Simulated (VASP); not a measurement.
Here is a VASP 6.6.1 calculation.

Contents of INCAR:

```
ALGO     = Fast           # electronic algorithm
EDIFF    = 1E-6           # SCF threshold, eV
ENCUT    = 520            # plane-wave cutoff, eV
GGA      = PE             # functional
ISIF     = 2              # what is computed and relaxed
ISMEAR   = 0              # smearing method
LASPH    = T              # aspherical terms in the spheres
LCHARG   = F              # write CHGCAR
LREAL    = F              # projectors in reciprocal space
LWAVE    = F              # write WAVECAR
NBANDS   = 13             # bands
NELM     = 60             # most SCF steps
PREC     = Accurate       # precision mode
SIGMA    = 0.1            # smearing width, eV
```

File KPOINTS:

```
k-points
0
Gamma
  24 24 24
```

File POSCAR:

```
W
1.0
    0.0000000000      2.2053786637      2.2051992021
    1.5593418274      0.0000000000      2.2051992021
    1.5593418274      2.2053786637      0.0000000000
W
1
Direct
    0.0000000000      0.0000000000      0.0000000000
```

Potentials or basis: VASP PAW PBE potentials, release 64 (W_sv).

Command:

```bash
$ cat potpaw_PBE.64/W_sv/POTCAR > POTCAR
$ mpirun -np 1 vasp_std > vasp.out
```

(1) Estimate the pressure.

(2) Estimate the band gap on the k mesh.

Answers

(1) 22.0 GPa.

(2) zero (band 7 reaches 17.59 eV, above the bottom of band 8 at 10.79 eV).

Caveat: spin-orbit coupling is left out, which moves the levels of the heavy elements.
